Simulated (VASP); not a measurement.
# Hf3H4 (P-3m1) in VASP: relaxation of cell and atoms with PBE

Aim: the relaxation of cell and atoms of Hf3H4 with PBE.

Program: VASP 6.6.1. These are calculated values, not measurements. Logs are shortened: lines on timing, memory, paths and dates and some standing lists are left out, and cuts for length are marked.

## Step 1: The cell of the first run

The structure is trigonal, space group P-3m1 (No. 164). Conventional cell: a = 3.298 Å, b = 3.298 Å, c = 8.193 Å, α = 90.00°, β = 90.00°, γ = 120.00°. Hf (site symmetry 3m) has 4 H at 2.08 to 2.15 Å within 2.8 Å. Within 2.7 Å of Hf (site symmetry -3m) lie 8 H at 2.02 to 2.04 Å. H (site symmetry 3m) has 4 Hf at 2.04 to 2.15 Å and 6 H at 2.31 to 2.39 Å within 2.7 Å. Within 2.7 Å of H (site symmetry 3m) lie 4 Hf at 2.02 to 2.08 Å and 3 H at 2.31 Å.

## Step 2: Relaxation of cell and atoms, PBE

The input, INCAR:

```
PREC = Accurate ; ENCUT = 600
EDIFF = 1E-7 ; ISMEAR = 0
SIGMA = 0.1 ; LREAL = False
LASPH = True ; NELM = 80
ALGO = Normal ; ISIF = 3
LWAVE = False ; LCHARG = False
GGA = PE ; IBRION = 2
NSW = 100 ; EDIFFG = -0.01
```

The input, KPOINTS:

```
regular mesh
0
Gamma
  12 12 4
```

The input, POSCAR:

```
Hf3H4
1.0
    3.2982675845      0.0000000000      0.0000000000
   -1.6491337922      2.8563835166      0.0000000000
    0.0000000000      0.0000000000      8.1926478164
Hf H
3 4
Direct
    0.3333333333      0.6666666667      0.6493704060
    0.6666666667      0.3333333333      0.3506295940
    0.0000000000      0.0000000000      0.0000000000
    0.3333333333      0.6666666667      0.9120268618
    0.6666666667      0.3333333333      0.0879731382
    0.0000000000      0.0000000000      0.2470363125
    0.0000000000      0.0000000000      0.7529636875
```

Potentials or basis: VASP PAW PBE potentials, release 64 (Hf_pv, H).

On the command line:

```sh
cat potpaw_PBE.64/Hf_pv/POTCAR potpaw_PBE.64/H/POTCAR > POTCAR
mpirun -np 1 vasp_std > vasp.out
```

OUTCAR:

```text
PREC = Accurate
   ENCUT = 600
   EDIFF = 1E-7
   ISMEAR = 0
   LREAL = False
   LASPH = True
   NELM = 80
   ISIF = 3
   GGA = PE
   IBRION = 2
   NSW = 100
   EDIFFG = -0.01

 ion  position               nearest neighbor table
   1  0.333  0.667  0.649-   7 2.08   7 2.08   7 2.08   4 2.15   2 3.10   2 3.10   2 3.10   3 3.45
                             3 3.45   3 3.45
   2  0.667  0.333  0.351-   6 2.08   6 2.08   6 2.08   5 2.15   1 3.10   1 3.10   1 3.10   3 3.45
                             3 3.45   3 3.45
   3  0.000  0.000  0.000-   6 2.02   7 2.02   4 2.04   5 2.04   4 2.04   5 2.04   5 2.04   4 2.04
                             1 3.45   2 3.45   1 3.45   2 3.45   1 3.45   2 3.45
   4  0.333  0.667  0.912-   3 2.04   3 2.04   3 2.04   1 2.15
   5  0.667  0.333  0.088-   3 2.04   3 2.04   3 2.04   2 2.15
   6  0.000  0.000  0.247-   3 2.02   2 2.08   2 2.08   2 2.08
   7  0.000  0.000  0.753-   3 2.02   1 2.08   1 2.08   1 2.08

  LATTYP: Found a hexagonal cell.
 ALAT       =     3.2982675845
 C/A-ratio  =     2.4839245472

  Lattice vectors:

 A1 = (   3.2982675845,   0.0000000000,   0.0000000000)
 A2 = (  -1.6491337922,   2.8563835166,   0.0000000000)
 A3 = (   0.0000000000,   0.0000000000,   8.1926478164)

Analysis of symmetry for initial positions (statically):
=====================================================================
 Subroutine PRICEL returns:
 Original cell was already a primitive cell.

 Routine SETGRP: Setting up the symmetry group for a
 hexagonal supercell.

 Subroutine GETGRP returns: Found 12 space group operations
 (whereof 12 operations were pure point group operations)
 out of a pool of 24 trial point group operations.

The static configuration has the point symmetry D_3d.

Analysis of symmetry for dynamics (positions and initial velocities):
=====================================================================
 Subroutine PRICEL returns:
 Original cell was already a primitive cell.

 Routine SETGRP: Setting up the symmetry group for a
 hexagonal supercell.

 Subroutine GETGRP returns: Found 12 space group operations
 (whereof 12 operations were pure point group operations)
 out of a pool of 24 trial point group operations.

The dynamic configuration has the point symmetry D_3d.

 Subroutine INISYM returns: Found 12 space group operations
 (whereof 12 operations are pure point group operations),
 and found     1 'primitive' translations

----------------------------------------------------------------------------------------

                                     Primitive cell

  volume of cell :      77.1839

  direct lattice vectors                    reciprocal lattice vectors
     3.298267585  0.000000000  0.000000000     0.303189470  0.175046522  0.000000000
    -1.649133792  2.856383517  0.000000000     0.000000000  0.350093044  0.000000000
     0.000000000  0.000000000  8.192647816     0.000000000  0.000000000  0.122060660

  length of vectors
     3.298267585  3.298267584  8.192647816     0.350093044  0.350093044  0.122060660

  position of ions in fractional coordinates (direct lattice)
     0.333333333  0.666666667  0.649370406
     0.666666667  0.333333333  0.350629594
     0.000000000  0.000000000  0.000000000
     0.333333333  0.666666667  0.912026862
     0.666666667  0.333333333  0.087973138
     0.000000000  0.000000000  0.247036313
     0.000000000  0.000000000  0.752963687

  ion indices of the primitive-cell ions
   primitive index   ion index
                 1           1
                 2           2
                 3           3
                 4           4
                 5           5
                 6           6
                 7           7

----------------------------------------------------------------------------------------

 KPOINTS: regular mesh

Automatic generation of k-mesh.
 Grid dimensions read from file:
 generate k-points for:   12   12    4

 Generating k-lattice:

  Cartesian coordinates                     Fractional coordinates (reciprocal lattice)
     0.025265789  0.014587210  0.000000000     0.083333333  0.000000000  0.000000000
     0.000000000  0.029174420  0.000000000     0.000000000  0.083333333  0.000000000
     0.000000000  0.000000000  0.030515165     0.000000000  0.000000000  0.250000000

  Length of vectors
     0.029174420  0.029174420  0.030515165

  Shift w.r.t. Gamma in fractional coordinates (k-lattice)
     0.000000000  0.000000000  0.000000000

 Subroutine IBZKPT returns following result:
 ===========================================

 Found     69 irreducible k-points:

 Following reciprocal coordinates:
            Coordinates               Weight
  0.000000  0.000000  0.000000      1.000000
  0.083333  0.000000  0.000000      6.000000
  0.166667  0.000000  0.000000      6.000000
  0.250000  0.000000  0.000000      6.000000
  0.333333  0.000000  0.000000      6.000000
  0.416667  0.000000  0.000000      6.000000
[... 16 lines left out ...]
  0.166667  0.000000  0.250000      6.000000
  0.000000  0.166667  0.250000      6.000000
 [... further k-points ...]
   k-points           NKPTS =     69   k-points in BZ     NKDIM =     69   number of bands    NBANDS=     21
   number of dos      NEDOS =    301   number of ions     NIONS =      7
   total plane-waves  NPLWV =  54880
   dimension x,y,z NGX =    28 NGY =   28 NGZ =   70
   dimension x,y,z NGXF=    56 NGYF=   56 NGZF=  140
   ions per type =               3   4
   NGX,Y,Z   is equivalent  to a cutoff of  14.11, 14.11, 14.20 a.u.
   NGXF,Y,Z  is equivalent  to a cutoff of  28.23, 28.23, 28.41 a.u.
 SYSTEM =  unknown system
   PREC   = accura    normal or accurate (medium, high low for compatibility)
   ISTART =      0    job   : 0-new  1-cont  2-samecut
   ICHARG =      2    charge: 1-file 2-atom 10-const
   ISPIN  =      1    spin polarized calculation?
   LNONCOLLINEAR =      F non collinear calculations
   LSORBIT =      F    spin-orbit coupling
   LASPH  =      T    aspherical Exc in radial PAW
   ENCUT  =  600.0 eV  44.10 Ry    6.64 a.u.   6.59  6.59 16.36*2*pi/ulx,y,z
   NELM   =     80;   NELMIN=  2; NELMDL= -5     # of ELM steps
   EDIFF  = 0.1E-06   stopping-criterion for ELM
   LREAL  =      F    real-space projection
   EDIFFG = -.1E-01   stopping-criterion for IOM
   NSW    =    100    number of steps for IOM
   IBRION =      2    ionic relax: 0-MD 1-quasi-New 2-CG
   NFREE  =      1    steps in history (QN), initial steepest desc. (CG)
   ISIF   =      3    stress and relaxation
   ISYM   =      2    0-nonsym 1-usesym 2-fastsym
   POTIM  = 0.5000    time-step for ionic-motion
   TEBEG  =    0.0;   TEEND  =   0.0 temperature during run
   PSTRESS=    0.0 pullay stress
   NELECT =      34.0000    total number of electrons
   NUPDOWN=      -1.0000    fix difference up-down
   EMIN   =  10.00;   EMAX   =-10.00  energy-range for DOS
   EFERMI =   0.00;   METHOD = LEGACY
   ISMEAR =     0;   SIGMA  =   0.10  broadening in eV -4-tet -1-fermi 0-gaus
   EFERMI_NEDOS =   21; number of points for ismear=-14 and -15
   IALGO  =     38    algorithm
   IMIX   =      4    mixing-type and parameters
     AMIX     =   0.40;   BMIX     =  1.00
     AMIX_MAG =   1.60;   BMIX_MAG =  1.00
  volume/ion in A,a.u.               =      11.03        74.41
  Fermi-wavevector in a.u.,A,eV,Ry     =   1.245639  2.353917 21.111029  1.551617
  Thomas-Fermi vector in A             =   2.379852
   LORBIT       =      0    0 simple, 1 ext, 2 COOP (PROOUT), +10 PAW based schemes
   GGA     = PE    functional components
   LHFCALC =     F    Hartree Fock is set to
   AEXX    =    0.0000 exact exchange contribution
   IVDW    =     0    specifies the selected vdW correction
   LEPSILON=     F    determine dielectric tensor
   LRPA    =     F    only Hartree local field effects (RPA)
 conjugate gradient relaxation of ions
 non-spin polarized calculation
 Gauss-broadening in eV      SIGMA  =   0.10
  energy-cutoff  :      600.00
  volume of cell :       77.18
 maximum number of plane-waves:      2636
 NGX is ok and might be reduce to    28
   NGX = 13   NGY = 13   NGZ = 33

--------------------------------------- Ionic step        1  -------------------------------------------

 number of electron      34.0000001 magnetization

 Free energy of the ion-electron system (eV)
  ---------------------------------------------------
  ext. energy  EPLUGINS =         0.00000000
  ---------------------------------------------------
  free energy    TOTEN  =       -46.24730600 eV

  energy without entropy =      -46.23969973  energy(sigma->0) =      -46.24350287

------------------------ aborting loop because EDIFF is reached ----------------------------------------

  FORCE on cell =-STRESS in cart. coord.  units (eV):
  Direction    XX          YY          ZZ          XY          YZ          ZX
  --------------------------------------------------------------------------------------
  -------------------------------------------------------------------------------------
  Total       -0.4756983     -0.4756983      0.1842967     -0.0000000      0.0000000     -0.0000000
  in kB       -9.8745087     -9.8745087      3.8256162     -0.0000000      0.0000000     -0.0000000
  external PRESSURE =      -5.3078004 kB  Pullay stress =       0.0000000 kB
[... 272 lines left out ...]
  energy  without entropy=      -46.2441022314  energy(sigma->0) =      -46.24770767

--------------------------------------- Ionic step        8  -------------------------------------------

 number of electron      34.0000002 magnetization

 Free energy of the ion-electron system (eV)
  ---------------------------------------------------
  ext. energy  EPLUGINS =         0.00000000
  ---------------------------------------------------
  free energy    TOTEN  =       -46.25132941 eV

  energy without entropy =      -46.24409531  energy(sigma->0) =      -46.24771236

 E-fermi :   4.7102     XC(G=0): -11.2578

 val. band max:        4.6883069226   @ k =   0.0833   0.0833   0.0000
 cond. band min:       4.7457241020   @ k =   0.0000   0.2500   0.2500
 fundamental gap:      0.0574171794
 Fermi energy:         4.7102016503

 k-point     1 :       0.0000    0.0000    0.0000
  band No.  band energies     occupation
      1     -26.4961      2.00000
      2     -26.1743      2.00000
      3     -26.1743      2.00000
      4     -26.1559      2.00000
      5     -25.6813      2.00000
      6     -25.6547      2.00000
[... 550 lines left out ...]
      5     -25.8130      2.00000
      6     -25.6905      2.00000
[... 13 lines left out ...]
     20       6.2761      0.00000
     21       6.5475      0.00000

 [... further k-points ...]

------------------------ aborting loop because EDIFF is reached ----------------------------------------

  FORCE on cell =-STRESS in cart. coord.  units (eV):
  Direction    XX          YY          ZZ          XY          YZ          ZX
  --------------------------------------------------------------------------------------
  -------------------------------------------------------------------------------------
  Total       -0.0008473     -0.0008473     -0.0230061     -0.0000000     -0.0000000     -0.0000000
  in kB       -0.0176526     -0.0176526     -0.4792788     -0.0000000     -0.0000000     -0.0000000
  external PRESSURE =      -0.1715280 kB  Pullay stress =       0.0000000 kB
[... 22 lines left out ...]
  FREE ENERGIE OF THE ION-ELECTRON SYSTEM (eV)
  ---------------------------------------------------
  free  energy   TOTEN  =       -46.2513294094 eV

  energy  without entropy=      -46.2440953076  energy(sigma->0) =      -46.24771236

 reached required accuracy - stopping structural energy minimisation
```

Run time: 13 min. Hardware: 1 thread of Intel Xeon 8259CL, shared host; peak memory 0.32 GiB.

Results:

```
Free energy                           : -46.2513 eV
Relaxed volume                        : 10.99 Å³/atom
Relaxed cell                          : a = 3.284 Å, b = 3.284 Å, c = 8.232 Å, α = 90.00°, β = 90.00°, γ = 120.00°
Space group after relaxing (to 0.1 Å) : P-3m1 (No. 164)
Energy gained by relaxing             : 0.6 meV/atom
Ionic steps                           : 8
Pressure after relaxing               : 0.0 GPa
Largest force after relaxing          : 0.005 eV/Å
Band gap on the k mesh                : zero (bands 17 and 18 overlap by 1.51 eV)
```

Forces in eV/Å, atoms in the order of the input:
```
Hf   0.000  0.000 -0.005
Hf   0.000  0.000  0.005
Hf   0.000  0.000  0.000
H    0.000  0.000 -0.002
H    0.000  0.000  0.002
H    0.000  0.000  0.002
H    0.000  0.000 -0.002
```

The path:
```csv
step,energy change (eV),largest force (eV/Å),pressure (GPa),volume (Å³)
1,0.0000,0.1435,-0.53,77.18
2,-0.0032,0.0517,0.22,76.78
3,-0.0032,0.0335,0.38,76.70
4,-0.0038,0.0216,-0.01,76.92
5,-0.0038,0.0217,-0.04,76.94
6,-0.0039,0.0171,-0.02,76.93
7,-0.0040,0.0133,0.01,76.90
8,-0.0040,0.0054,-0.02,76.91
```

Final structure:
```cif
data_structure
_symmetry_space_group_name_H-M 'P 1'
_symmetry_Int_Tables_number 1
_cell_length_a 3.2844
_cell_length_b 3.2844
_cell_length_c 8.2321
_cell_angle_alpha 90.000
_cell_angle_beta 90.000
_cell_angle_gamma 120.000
_cell_volume 76.91
loop_
_atom_site_label
_atom_site_type_symbol
_atom_site_fract_x
_atom_site_fract_y
_atom_site_fract_z
_atom_site_occupancy
Hf1 Hf 0.33333 0.66667 0.64799 1
Hf2 Hf 0.66667 0.33333 0.35201 1
Hf3 Hf 0.00000 0.00000 0.00000 1
H1 H 0.33333 0.66667 0.91141 1
H2 H 0.66667 0.33333 0.08859 1
H3 H 0.00000 0.00000 0.24632 1
H4 H 0.00000 0.00000 0.75368 1
```

Caveat: spin-orbit coupling is left out, which moves the levels of the heavy elements.

The gap in the log of VASP goes by the Fermi energy; the results here count the filled bands.